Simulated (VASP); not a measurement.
C, 1 atom in the cell. The structure is cubic, space group Im-3m (No. 229). The conventional cell has a = 2.309 Å, b = 2.309 Å, c = 2.309 Å, α = 90.00°, β = 90.00°, γ = 90.00°. C (site symmetry m-3m) has 14 C at 2.00 to 2.31 Å within 2.6 Å.  This cell differs from its parent crystal: volume scaled by 0.92.

| Item | Value |
| --- | --- |
| Program | VASP 6.6.1 |
| Task | single point |
| Functional | PBE |
| Potentials or basis | VASP PAW PBE potentials, release 64 (C) |
| Cutoff | 520 eV |
| k mesh | 21 × 21 × 21 |
| Occupations | fermi-dirac, width 0.1 eV |
| Spin | no spin polarisation |
| Dipole correction | no |
| Further INCAR settings | ALGO = Normal; EDIFF = 1e-06; NBANDS = 8 |

Potentials or basis: VASP PAW PBE potentials, release 64 (C).

The run is started by

```console
$ cat potpaw_PBE.64/C/POTCAR > POTCAR
$ mpirun -np 1 vasp_std > vasp.out
```

Hardware: 1 thread of Intel(R) Xeon(R) Platinum 8488C (Sapphire Rapids) (shared host).

Task: Estimate the wall time of this run.

Result: It took 4.1 s on 1 thread of Intel(R) Xeon(R) Platinum 8488C (Sapphire Rapids) (shared host), peak memory 0.12 GiB. Counts: scf iterations 9, k points 286.
